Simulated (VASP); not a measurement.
## CoSi2: single point with PBE

The system is CoSi2.

```xyz
3
Lattice="0.0000 2.7469 2.8139 2.7469 0.0000 2.8139 2.7469 2.7469 0.0000" Properties=species:S:1:pos:R:3 pbc="T T T"
Co    0.0000    0.0000    0.0000
Si    1.3735    1.3735    1.4070
Si    4.1204    4.1204    4.2209
```

This cell differs from its parent crystal: strain +0.025 along x and y, +0.050 along z.

```
Program                : VASP 6.6.1
Task                   : single point
Functional             : PBE
Potentials or basis    : VASP PAW PBE potentials, release 64 (Co, Si)
Cutoff                 : 520 eV
k mesh                 : 16 × 16 × 16
Occupations            : gaussian, width 0.15 eV
Spin                   : no spin polarisation
Dipole correction      : no
Further INCAR settings : ALGO = Normal; EDIFF = 1e-07; NBANDS = 16
```

| Property | Result |
| --- | --- |
| Pressure | -13.8 GPa |
| Band gap on the k mesh | zero (an odd number of electrons rules out a gap without spin polarisation) |

Stress tensor (GPa, compression positive):
```
-13.36   0.00   0.00
  0.00 -13.36   0.00
  0.00   0.00 -14.82
```

Levels at points of the mesh, in eV from the Fermi level:
```tsv
k point	band 5	band 6	band 7	band 8	band 9	band 10	band 11	band 12	band 13	band 14
(0.00, 0.00, 0.00)	-1.64	-1.54	-0.15	2.95	2.95	3.21	3.24	3.52	3.52	4.85
(0.50, 0.00, 0.00)	-1.94	-1.37	-1.35	-0.49	-0.32	2.39	3.06	3.15	3.60	9.82
(0.50, 0.50, 0.00)	-3.27	-1.70	-1.70	-1.67	-1.10	1.29	2.97	8.42	8.69	8.69
(0.50, 0.00, 0.50)	-3.26	-1.74	-1.61	-1.60	-1.12	1.16	2.86	8.27	8.46	8.94
```

Wall time 8.1 min on 1 thread of Intel Xeon 8259CL, with other jobs on the host, peak memory 0.35 GiB.

Caveat: the cell differs from its parent crystal (strain +0.025 along x and y, +0.050 along z); the cell stands under tension; the run has no spin polarisation, though such a crystal can be magnetic. Spin polarisation is off, so any magnetic state and its effect on volume and gap are missing.
